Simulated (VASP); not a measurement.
# H4C in VASP: a series of runs, part 2 of 2

VASP 6.6.1. The steps go on from the part before.

**3. Single point, PBEsol**

File INCAR:

```
SYSTEM = H4C
PREC = Accurate
ENCUT = 520
EDIFF = 1E-6
ISMEAR = -1
SIGMA = 0.05
LREAL = Auto
LASPH = .True.
NELM = 100
ALGO = Normal
ISIF = 2
LWAVE = .False.
LCHARG = .False.
GGA = PS
NBANDS = 58
```

File KPOINTS:

```
Automatic mesh
0
Gamma
  1 1 1
  0 0 0
```

File POSCAR:

```
H4C
1.0
    7.3876590000      0.0000000000      0.0000000000
    0.0000000000      7.3876590000      0.0000000000
    0.0000000000      0.0000000000      7.3876590000
C H
8 32
Direct
    0.5148721672      0.7856616013      0.7000593828
    0.0139421703      0.7998474212      0.5844611940
    0.7957053784      0.3598027467      0.9506394380
    0.2743088169      0.3516540219      0.7122960061
    0.6896095231      0.9009890684      0.0942517785
    0.6664492771      0.2290306036      0.4505351425
    0.1660065794      1.0577234277      0.1091144028
    0.3188560815      0.5255927487      0.2129361953
    0.3810273322      0.7790830627      0.7717329671
    0.6183555576      0.7267931560      0.7898036442
    0.5644548564      0.9233506852      0.6681277520
    0.4995628520      0.7141098418      0.5731720969
    0.1107251973      0.9058349878      0.6229848995
   -0.0457113681      0.7532562074      0.7076937363
    0.0878086008      0.6950239582      0.4990349446
   -0.0793079377      0.8625601155      0.4933091795
    0.9111411342      0.4185087590      1.0287155918
    0.6845470263      0.3394309348      1.0407491737
    0.8205305632      0.2141544432      0.9067554417
    0.7721661219      0.4334255276      0.8294643811
    0.1802194714      0.4635433227      0.7020085794
    0.2801157985      0.3190591228      0.8530171736
    0.4077881776      0.3789157025      0.6532245194
    0.2254164682      0.2263504582      0.6411909375
    0.8019184426      0.9221865817      0.1881922271
    0.5963188068      0.8013228548      0.1467717988
    0.7580073742      0.8401849625     -0.0230519573
    0.6076214400      1.0246818376      0.0666516958
    0.7286476000      0.3528858059      0.3998695663
    0.6312960574      0.2478999098      0.5929753932
    0.7519567430      0.1068809483      0.4318553415
    0.5396973520      0.1979382102      0.3794165378
    0.1726257262      0.9169751879      0.1654922080
    0.2831072739      1.0925788535      0.0203447398
    0.1634617949      1.1480632769      0.2251457464
    0.0376844681      1.0860003148      0.0416370057
    0.2618420802      0.4941890252      0.3443039263
    0.2609080901      0.4214866983      0.1145423740
    0.4676041490      0.5192443235      0.2094438847
    0.2633039776      0.6662868440      0.1770384908
```

Potentials or basis: VASP PAW PBE potentials, release 64 (C, H).

Command:

```bash
cat potpaw_PBE.64/C/POTCAR potpaw_PBE.64/H/POTCAR > POTCAR
mpirun -np 1 vasp_gam > vasp.out
```

OUTCAR:

```text
SYSTEM = H4C
   PREC = Accurate
   ENCUT = 520
   EDIFF = 1E-6
   ISMEAR = -1
   LREAL = Auto
   LASPH = .True.
   NELM = 100
   ISIF = 2
   GGA = PS

 ion  position               nearest neighbor table
   1  0.515  0.786  0.700-  12 1.08  10 1.10  11 1.11   9 1.12
   2  0.014  0.800  0.584-  14 1.07  16 1.07  13 1.10  15 1.14
   3  0.796  0.360  0.951-  20 1.06  18 1.07  17 1.12  19 1.14
   4  0.274  0.352  0.712-  22 1.07  21 1.08  23 1.10  24 1.12
   5  0.690  0.901  0.094-  26 1.08  25 1.09  27 1.10  28 1.12
   6  0.666  0.229  0.451-  29 1.09  30 1.09  32 1.10  31 1.11
   7  0.166  0.058  0.109-  35 1.09  36 1.09  34 1.12  33 1.12
   8  0.319  0.526  0.213-  37 1.08  39 1.10  38 1.14  40 1.15
   9  0.381  0.779  0.772-   1 1.12
  10  0.618  0.727  0.790-   1 1.10
  11  0.564  0.923  0.668-   1 1.11
  12  0.500  0.714  0.573-   1 1.08
  13  0.111  0.906  0.623-   2 1.10
  14  0.954  0.753  0.708-   2 1.07
[... 24 lines left out ...]
  39  0.468  0.519  0.209-   8 1.10
  40  0.263  0.666  0.177-   8 1.15

  LATTYP: Found a simple cubic cell.
 ALAT       =     7.3876590000

  Lattice vectors:

[... 236 lines left out ...]

 k-point     1 :       0.0000    0.0000    0.0000
  band No.  band energies     occupation
      1     -14.8277      2.00000
      2     -14.4579      2.00000
      3     -14.4049      2.00000
      4     -14.3840      2.00000
      5     -14.3133      2.00000
      6     -14.2045      2.00000
[... 36 lines left out ...]
     43       4.5439      0.00000
     44       4.7035      0.00000
 [bands above 44 left out]

------------------------ aborting loop because EDIFF is reached ----------------------------------------

  FORCE on cell =-STRESS in cart. coord.  units (eV):
  Direction    XX          YY          ZZ          XY          YZ          ZX
  --------------------------------------------------------------------------------------
  -------------------------------------------------------------------------------------
  Total        0.8864565     -1.9837319      4.4863166      0.2916015     -2.5561445      1.0468955
  in kB        3.5224715     -7.8826642     17.8270703      1.1587233    -10.1572343      4.1600005
  external PRESSURE =       4.4889592 kB  Pullay stress =       0.0000000 kB

 VOLUME and BASIS-vectors are now :
 -----------------------------------------------------------------------------
  energy-cutoff  :      520.00
  volume of cell :      403.20
      direct lattice vectors                 reciprocal lattice vectors
     7.387659000  0.000000000  0.000000000     0.135360877  0.000000000  0.000000000
     0.000000000  7.387659000  0.000000000     0.000000000  0.135360877  0.000000000
     0.000000000  0.000000000  7.387659000     0.000000000  0.000000000  0.135360877

 POSITION                                       TOTAL-FORCE (eV/Angst)
 -----------------------------------------------------------------------------------
      3.80370      5.80420      5.17180        -0.254979      0.298477      0.678533
      0.10300      5.90900      4.31780         1.850332     -0.162470     -1.188235
      5.87840      2.65810      7.02300         1.576191     -1.913005      0.384131
      2.02650      2.59790      5.26220        -0.101606     -1.143616     -1.041049
      5.09460      6.65620      0.69630         0.215269      0.163142     -0.140983
      4.92350      1.69200      3.32840        -0.235734     -0.751838      0.001019
[... 32 lines left out ...]
      3.45450      3.83600      1.54730        -0.173928      0.133690      0.111272
      1.94520      4.92230      1.30790         0.781489     -1.286541      0.095726
 -----------------------------------------------------------------------------------
    total drift:                               -0.016048      0.002582      0.014505

  FREE ENERGIE OF THE ION-ELECTRON SYSTEM (eV)
  ---------------------------------------------------
  free  energy   TOTEN  =      -190.6491007797 eV

  energy  without entropy=     -190.6491007797  energy(sigma->0) =     -190.64910078
```

OSZICAR:

```text
N       E                     dE             d eps       ncg     rms          rms(c)
DAV:   1     0.308502806273E+03    0.30850E+03   -0.29353E+04   116   0.948E+02
DAV:   2    -0.167679312178E+03   -0.47618E+03   -0.45364E+03   158   0.204E+02
DAV:   3    -0.213494007450E+03   -0.45815E+02   -0.45487E+02   144   0.652E+01
DAV:   4    -0.214738476713E+03   -0.12445E+01   -0.12423E+01   152   0.128E+01
DAV:   5    -0.214765035966E+03   -0.26559E-01   -0.26555E-01   152   0.180E+00    0.240E+01
DAV:   6    -0.193306104972E+03    0.21459E+02   -0.38825E+01   134   0.184E+01    0.110E+01
DAV:   7    -0.191124309532E+03    0.21818E+01   -0.60562E+00   144   0.763E+00    0.655E+00
DAV:   8    -0.190724155565E+03    0.40015E+00   -0.16980E+00   144   0.415E+00    0.259E+00
DAV:   9    -0.190626291746E+03    0.97864E-01   -0.19692E-01   144   0.136E+00    0.786E-01
DAV:  10    -0.190641857041E+03   -0.15565E-01   -0.56328E-02   128   0.719E-01    0.213E-01
DAV:  11    -0.190648559125E+03   -0.67021E-02   -0.37323E-03   144   0.241E-01    0.119E-01
DAV:  12    -0.190649039981E+03   -0.48086E-03   -0.64095E-04   136   0.110E-01    0.717E-02
DAV:  13    -0.190649075371E+03   -0.35390E-04   -0.30626E-04   144   0.558E-02    0.305E-02
DAV:  14    -0.190649096491E+03   -0.21119E-04   -0.66416E-05   136   0.313E-02    0.727E-03
DAV:  15    -0.190649101067E+03   -0.45768E-05   -0.86247E-06   144   0.122E-02    0.102E-02
DAV:  16    -0.190649100780E+03    0.28759E-06   -0.56209E-06   136   0.834E-03
   1 F= -.19064910E+03 E0= -.19064910E+03  d E =-.379822E-10
```

Run time: 30 s. Hardware: 1 thread of Intel Xeon 6975P-C (Granite Rapids), shared host; peak memory 0.37 GiB.

What came out:

- Free energy: -190.6491 eV
- Pressure: 0.4 GPa
- Largest force: 2.508 eV/Å
- Band gap on the k mesh: 7.03 eV

Forces in eV/Å, atoms in the order of the input:
```
C   -0.255  0.298  0.679
C    1.850 -0.162 -1.188
C    1.576 -1.913  0.384
C   -0.102 -1.144 -1.041
C    0.215  0.163 -0.141
C   -0.236 -0.752  0.001
C    0.300 -0.372  0.230
C   -1.200  0.477 -1.389
H    0.702  0.396 -0.286
H   -0.225 -0.307 -0.319
H   -0.486 -0.020  0.190
H    0.119 -0.479 -0.423
H    0.223  0.009 -0.080
H   -0.576 -0.706  0.566
H   -0.508  0.521  1.017
H   -1.012  0.376 -0.382
H   -0.301 -0.410 -0.419
H   -1.139  0.535  0.501
H    0.445  1.054  0.248
H   -0.540  0.884 -0.801
H   -0.261  0.377 -0.453
H    0.404 -0.273  0.951
H   -0.063  0.363  0.255
H   -0.117  0.675  0.244
H   -0.194  0.318  0.440
H   -0.291 -0.496  0.364
H   -0.316  0.338 -0.306
H    0.680 -0.375 -0.110
H    0.192  0.078 -0.244
H    0.162 -0.111  0.218
H    0.072  0.516  0.165
H   -0.088  0.240 -0.161
H   -0.045  0.625 -0.584
H   -0.467 -0.344  0.346
H    0.268  0.328  0.425
H   -0.076 -0.303 -0.368
H    0.153 -0.203  0.602
H    0.529  0.952  0.663
H   -0.174  0.134  0.111
H    0.781 -1.287  0.096
```

Levels at points of the mesh, in eV from the valence-band top:
| k point | band 30 | band 31 | band 32 | band 33 | band 34 | band 35 |
| --- | --- | --- | --- | --- | --- | --- |
| (0.00, 0.00, 0.00) | -0.15 | -0.12 | 0.00 | 7.03 | 9.16 | 9.20 |

Caveat: the k points lie up to 0.85 Å⁻¹ apart; the PAW data sets were made with another functional, which shifts forces and pressure a little.
